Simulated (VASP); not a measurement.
# Al3In2As5 (I-4m2) in VASP: single point with PBE

Aim: the single point of Al3In2As5 with PBE.

Everything below comes from runs of VASP 6.6.1. Logs are shortened: lines on timing, memory, paths and dates and some standing lists are left out, and cuts for length are marked.

**1. The cell of the first run**

It takes space group I-4m2 (No. 119, tetragonal). The conventional cell has a = 3.946 Å, b = 3.946 Å, c = 27.902 Å, α = 90.00°, β = 90.00°, γ = 90.00°. Within 3.2 Å of Al (site symmetry 2mm) lie 4 As at 2.42 Å. Al (site symmetry -4m2) has 4 As at 2.42 Å within 3.2 Å. In (site symmetry 2mm) has 4 As at 2.42 Å within 3.2 Å. As (site symmetry -4m2) has 4 In at 2.42 Å within 3.2 Å. Within 3.2 Å of As (site symmetry 2mm) lie 2 In at 2.42 Å and 2 Al at 2.42 Å. As (site symmetry 2mm) has 4 Al at 2.42 Å within 3.2 Å.

**2. Single point, PBE**

The input, INCAR:

```
PREC = Accurate ; ENCUT = 520
EDIFF = 1E-6 ; ISMEAR = 0
SIGMA = 0.1 ; LREAL = F
LASPH = T ; NELM = 60
ALGO = Normal ; ISIF = 2
LWAVE = F ; LCHARG = F
GGA = PE ; NBANDS = 41
```

The input, KPOINTS:

```
Automatic mesh
0
Gamma
  6 6 6
```

The input, POSCAR:

```
Al3In2As5
1.0
   -1.9729756600      1.9729756600     13.9510446900
    1.9729756600     -1.9729756600     13.9510446900
    1.9729756600      1.9729756600    -13.9510446900
Al In As
3 2 5
Direct
    0.9000000000      0.9000000000      0.0000000000
    0.5000000000      0.5000000000      0.0000000000
    0.1000000000      0.1000000000      0.0000000000
    0.7000000000      0.7000000000      0.0000000000
    0.3000000000      0.3000000000      0.0000000000
    0.2500000000      0.7500000000      0.5000000000
    0.8500000000      0.3500000000      0.5000000000
    0.4500000000      0.9500000000      0.5000000000
    0.0500000000      0.5500000000      0.5000000000
    0.6500000000      0.1500000000      0.5000000000
```

Potentials or basis: VASP PAW PBE potentials, release 64 (Al, In_d, As).

Started as:

```bash
$ cat potpaw_PBE.64/Al/POTCAR potpaw_PBE.64/In_d/POTCAR potpaw_PBE.64/As/POTCAR > POTCAR
$ mpirun -np 1 vasp_std > vasp.out
```

OUTCAR:

```text
PREC = Accurate
   ENCUT = 520
   EDIFF = 1E-6
   ISMEAR = 0
   LREAL = F
   LASPH = T
   NELM = 60
   ISIF = 2
   GGA = PE

 ion  position               nearest neighbor table
   1  0.900  0.900  0.000-   7 2.42   7 2.42   8 2.42   8 2.42
   2  0.500  0.500  0.000-   9 2.42   8 2.42   9 2.42   8 2.42
   3  0.100  0.100  0.000-  10 2.42  10 2.42   9 2.42   9 2.42
   4  0.700  0.700  0.000-   6 2.42   6 2.42  10 2.42  10 2.42   5 3.95   5 3.95   5 3.95   5 3.95

   5  0.300  0.300  0.000-   6 2.42   6 2.42   7 2.42   7 2.42   4 3.95   4 3.95   4 3.95   4 3.95

   6  0.250  0.750  0.500-   5 2.42   4 2.42   5 2.42   4 2.42
   7  0.850  0.350  0.500-   1 2.42   1 2.42   5 2.42   5 2.42
   8  0.450  0.950  0.500-   2 2.42   2 2.42   1 2.42   1 2.42
   9  0.050  0.550  0.500-   2 2.42   2 2.42   3 2.42   3 2.42
  10  0.650  0.150  0.500-   3 2.42   3 2.42   4 2.42   4 2.42

  LATTYP: Found a body centered tetragonal cell.
 ALAT       =     3.9459513200
 C/A-ratio  =     7.0710678154

  Lattice vectors:

 A1 = (  -1.9729756600,   1.9729756600,  13.9510446900)
 A2 = (   1.9729756600,  -1.9729756600,  13.9510446900)
 A3 = (   1.9729756600,   1.9729756600, -13.9510446900)

Analysis of symmetry for initial positions (statically):
=====================================================================
 Subroutine PRICEL returns:
 Original cell was already a primitive cell.

 Routine SETGRP: Setting up the symmetry group for a
 body centered tetragonal supercell.

 Subroutine GETGRP returns: Found  8 space group operations
 (whereof  8 operations were pure point group operations)
 out of a pool of 16 trial point group operations.

The static configuration has the point symmetry D_2d.

Analysis of symmetry for dynamics (positions and initial velocities):
=====================================================================
 Subroutine PRICEL returns:
 Original cell was already a primitive cell.

 Routine SETGRP: Setting up the symmetry group for a
 body centered tetragonal supercell.

 Subroutine GETGRP returns: Found  8 space group operations
 (whereof  8 operations were pure point group operations)
 out of a pool of 16 trial point group operations.

The dynamic configuration has the point symmetry D_2d.

 Subroutine INISYM returns: Found  8 space group operations
 (whereof  8 operations are pure point group operations),
 and found     1 'primitive' translations

----------------------------------------------------------------------------------------

                                     Primitive cell

  volume of cell :     217.2252

  direct lattice vectors                    reciprocal lattice vectors
    -1.972975660  1.972975660 13.951044690     0.000000000  0.253424312  0.035839610
     1.972975660 -1.972975660 13.951044690     0.253424312  0.000000000  0.035839610
     1.972975660  1.972975660-13.951044690     0.253424312  0.253424312  0.000000000

  length of vectors
    14.227329822 14.227329822 14.227329822     0.255946009  0.255946009  0.358396100

  position of ions in fractional coordinates (direct lattice)
     0.900000000  0.900000000  0.000000000
     0.500000000  0.500000000  0.000000000
     0.100000000  0.100000000  0.000000000
     0.700000000  0.700000000  0.000000000
     0.300000000  0.300000000  0.000000000
     0.250000000  0.750000000  0.500000000
     0.850000000  0.350000000  0.500000000
     0.450000000  0.950000000  0.500000000
     0.050000000  0.550000000  0.500000000
     0.650000000  0.150000000  0.500000000

  ion indices of the primitive-cell ions
   primitive index   ion index
                 1           1
                 2           2
                 3           3
                 4           4
                 5           5
                 6           6
                 7           7
                 8           8
                 9           9
                10          10

----------------------------------------------------------------------------------------

 KPOINTS: Automatic mesh

Automatic generation of k-mesh.
 Grid dimensions read from file:
 generate k-points for:    6    6    6

 Generating k-lattice:

  Cartesian coordinates                     Fractional coordinates (reciprocal lattice)
     0.000000000  0.042237385  0.005973268     0.166666667 -0.000000000  0.000000000
     0.042237385  0.000000000  0.005973268    -0.000000000  0.166666667  0.000000000
     0.042237385  0.042237385  0.000000000     0.000000000  0.000000000  0.166666667

  Length of vectors
     0.042657668  0.042657668  0.059732683

  Shift w.r.t. Gamma in fractional coordinates (k-lattice)
     0.000000000  0.000000000  0.000000000

 Subroutine IBZKPT returns following result:
 ===========================================

 Found     30 irreducible k-points:

 Following reciprocal coordinates:
            Coordinates               Weight
  0.000000  0.000000  0.000000      1.000000
  0.166667  0.000000 -0.000000      8.000000
  0.333333  0.000000 -0.000000      8.000000
  0.500000  0.000000  0.000000      4.000000
  0.166667  0.166667  0.000000      8.000000
  0.333333  0.166667 -0.000000     16.000000
[... 16 lines left out ...]
 -0.333333 -0.333333  0.166667      8.000000
 -0.166667 -0.333333  0.166667      8.000000
 [... further k-points ...]
   k-points           NKPTS =     30   k-points in BZ     NKDIM =     30   number of bands    NBANDS=     41
   number of dos      NEDOS =    301   number of ions     NIONS =     10
   total plane-waves  NPLWV = ******
   dimension x,y,z NGX =   108 NGY =  108 NGZ =  108
   dimension x,y,z NGXF=   216 NGYF=  216 NGZF=  216
   ions per type =               3   2   5
   NGX,Y,Z   is equivalent  to a cutoff of  12.62, 12.62, 12.62 a.u.
   NGXF,Y,Z  is equivalent  to a cutoff of  25.24, 25.24, 25.24 a.u.
 SYSTEM =  unknown system
   PREC   = accura    normal or accurate (medium, high low for compatibility)
   ISTART =      0    job   : 0-new  1-cont  2-samecut
   ICHARG =      2    charge: 1-file 2-atom 10-const
   ISPIN  =      1    spin polarized calculation?
   LNONCOLLINEAR =      F non collinear calculations
   LSORBIT =      F    spin-orbit coupling
   LASPH  =      T    aspherical Exc in radial PAW
   ENCUT  =  520.0 eV  38.22 Ry    6.18 a.u.  26.45 26.45 26.45*2*pi/ulx,y,z
   NELM   =     60;   NELMIN=  2; NELMDL= -5     # of ELM steps
   EDIFF  = 0.1E-05   stopping-criterion for ELM
   LREAL  =      F    real-space projection
   EDIFFG = 0.1E-04   stopping-criterion for IOM
   NSW    =      0    number of steps for IOM
   IBRION =     -1    ionic relax: 0-MD 1-quasi-New 2-CG
   NFREE  =      0    steps in history (QN), initial steepest desc. (CG)
   ISIF   =      2    stress and relaxation
   ISYM   =      2    0-nonsym 1-usesym 2-fastsym
   POTIM  = 0.5000    time-step for ionic-motion
   TEBEG  =    0.0;   TEEND  =   0.0 temperature during run
   PSTRESS=    0.0 pullay stress
   NELECT =      60.0000    total number of electrons
   NUPDOWN=      -1.0000    fix difference up-down
   EMIN   =  10.00;   EMAX   =-10.00  energy-range for DOS
   EFERMI =   0.00;   METHOD = LEGACY
   ISMEAR =     0;   SIGMA  =   0.10  broadening in eV -4-tet -1-fermi 0-gaus
   EFERMI_NEDOS =   21; number of points for ismear=-14 and -15
   IALGO  =     38    algorithm
   IMIX   =      4    mixing-type and parameters
     AMIX     =   0.40;   BMIX     =  1.00
     AMIX_MAG =   1.60;   BMIX_MAG =  1.00
  volume/ion in A,a.u.               =      21.72       146.59
  Fermi-wavevector in a.u.,A,eV,Ry     =   1.066159  2.014748 15.465666  1.136694
  Thomas-Fermi vector in A             =   2.201734
   LORBIT       =      0    0 simple, 1 ext, 2 COOP (PROOUT), +10 PAW based schemes
   GGA     = PE    functional components
   LHFCALC =     F    Hartree Fock is set to
   AEXX    =    0.0000 exact exchange contribution
   IVDW    =     0    specifies the selected vdW correction
   LEPSILON=     F    determine dielectric tensor
   LRPA    =     F    only Hartree local field effects (RPA)
 non-spin polarized calculation
 Gauss-broadening in eV      SIGMA  =   0.10
  energy-cutoff  :      520.00
  volume of cell :      217.23
 maximum number of plane-waves:      5907
 NGX is ok and might be reduce to   108
   NGX = 53   NGY = 53   NGZ = 53

 number of electron      60.0000007 magnetization

 Free energy of the ion-electron system (eV)
  ---------------------------------------------------
  ext. energy  EPLUGINS =         0.00000000
  ---------------------------------------------------
  free energy    TOTEN  =       -41.09787895 eV

  energy without entropy =      -41.09787895  energy(sigma->0) =      -41.09787895

 E-fermi :   5.9655     XC(G=0):  -9.6042

 val. band max:        5.5379038847   @ k =   0.0000   0.0000   0.0000
 cond. band min:       6.6906484222   @ k =   0.5000   0.5000   0.5000
 fundamental gap:      1.1527445375
 Fermi energy:         5.9655362253

 k-point     1 :       0.0000    0.0000    0.0000
  band No.  band energies     occupation
      1      -9.5358      2.00000
      2      -9.3415      2.00000
      3      -9.1767      2.00000
      4      -9.1767      2.00000
      5      -9.0838      2.00000
      6      -9.0838      2.00000
[... 33 lines left out ...]
     40       9.6623      0.00000
     41       9.6640      0.00000

 k-point     2 :       0.1667    0.0000   -0.0000
  band No.  band energies     occupation
      1      -9.5243      2.00000
      2      -9.3313      2.00000
      3      -9.2247      2.00000
      4      -9.1704      2.00000
      5      -9.1113      2.00000
      6      -9.0908      2.00000
[... 33 lines left out ...]
     40       9.8510      0.00000
     41       9.8666      0.00000

 k-point     3 :       0.3333    0.0000   -0.0000
  band No.  band energies     occupation
      1      -9.5138      2.00000
      2      -9.3464      2.00000
      3      -9.2751      2.00000
      4      -9.1543      2.00000
      5      -9.1408      2.00000
      6      -9.1089      2.00000
[... 875 lines left out ...]
      2      -9.3200      2.00000
      3      -9.2606      2.00000
      4      -9.1598      2.00000
      5      -9.1155      2.00000
      6      -9.1020      2.00000
[... 33 lines left out ...]
     40       9.9774      0.00000
     41      10.5814      0.00000

 k-point    24 :      -0.1667   -0.3333    0.1667
  band No.  band energies     occupation
      1      -9.5242      2.00000
      2      -9.3313      2.00000
      3      -9.2247      2.00000
      4      -9.1704      2.00000
      5      -9.1113      2.00000
      6      -9.0908      2.00000
[... 33 lines left out ...]
     40       9.9650      0.00000
     41      10.0565      0.00000

 [... further k-points ...]
[... 5 lines left out ...]
  --------------------------------------------------------------------------------------
  -------------------------------------------------------------------------------------
  Total       22.1878860     22.1878860     21.9189673      0.0000000      0.0000000      0.0000000
  in kB      163.6501218    163.6501218    161.6666705      0.0000000      0.0000000      0.0000000
  external PRESSURE =     162.9889713 kB  Pullay stress =       0.0000000 kB

 VOLUME and BASIS-vectors are now :
 -----------------------------------------------------------------------------
  energy-cutoff  :      520.00
  volume of cell :      217.23
      direct lattice vectors                 reciprocal lattice vectors
    -1.972975660  1.972975660 13.951044690     0.000000000  0.253424312  0.035839610
     1.972975660 -1.972975660 13.951044690     0.253424312  0.000000000  0.035839610
     1.972975660  1.972975660-13.951044690     0.253424312  0.253424312  0.000000000

 POSITION                                       TOTAL-FORCE (eV/Angst)
 -----------------------------------------------------------------------------------
      0.00000      0.00000     25.11188         0.000000      0.000000      0.059858
      0.00000      0.00000     13.95104         0.000000      0.000000     -0.000000
      0.00000      0.00000      2.79021         0.000000      0.000000     -0.059858
      0.00000      0.00000     19.53146         0.000000      0.000000     -0.100115
      0.00000      0.00000      8.37063         0.000000      0.000000      0.100115
      1.97298     -0.00000      6.97552         0.000000      0.000000     -0.000000
      0.00000      1.97298      9.76573        -0.000000     -0.000000      2.246231
      1.97298      0.00000     12.55594         0.000000      0.000000     -0.008427
      1.97298     -0.00000      1.39510         0.000000      0.000000      0.008427
      0.00000      1.97298      4.18531         0.000000      0.000000     -2.246231
 -----------------------------------------------------------------------------------
    total drift:                                0.000000     -0.000000     -0.000000

  FREE ENERGIE OF THE ION-ELECTRON SYSTEM (eV)
  ---------------------------------------------------
  free  energy   TOTEN  =       -41.0978789524 eV

  energy  without entropy=      -41.0978789524  energy(sigma->0) =      -41.09787895
```

Run time: 51 min. Hardware: 1 thread of Intel Xeon Platinum 8259CL at 2.50GHz (Skylake/Cascade Lake), shared host; peak memory 1.9 GiB.

What came out:

- Free energy: -41.0979 eV
- Pressure: 16.3 GPa
- Largest force: 2.246 eV/Å
- Band gap on the k mesh: 1.15 eV (least direct gap 1.24 eV)

Forces in eV/Å, atoms in the order of the input:
```
Al   0.000  0.000  0.060
Al   0.000  0.000  0.000
Al   0.000  0.000 -0.060
In   0.000  0.000 -0.100
In   0.000  0.000  0.100
As   0.000  0.000  0.000
As   0.000  0.000  2.246
As   0.000  0.000 -0.008
As   0.000  0.000  0.008
As   0.000  0.000 -2.246
```

Stress tensor (GPa, compression positive):
```
16.37  0.00  0.00
 0.00 16.37  0.00
 0.00  0.00 16.17
```

Levels at points of the mesh, in eV from the valence-band top:
| k point | band 27 | band 28 | band 29 | band 30 | band 31 | band 32 | band 33 | band 34 |
| --- | --- | --- | --- | --- | --- | --- | --- | --- |
| (0.00, 0.00, 0.00) | -1.29 | -0.04 | 0.00 | 0.00 | 1.24 | 1.51 | 1.79 | 2.22 |
| (0.50, 0.00, 0.00) | -1.23 | -1.12 | -1.05 | -1.01 | 1.94 | 2.63 | 2.65 | 3.16 |
| (0.50, 0.50, 0.00) | -3.00 | -2.95 | -2.71 | -2.71 | 1.16 | 1.77 | 2.09 | 2.10 |
| (0.50, 0.50, 0.50) | -0.69 | -0.69 | -0.26 | -0.26 | 1.15 | 1.86 | 1.99 | 2.06 |

Caveat: the cell stands under pressure; spin-orbit coupling is left out, which moves the levels of the heavy elements; forces of over 1 eV/Å act on the atoms, so gaps and moduli don't describe the material at rest.
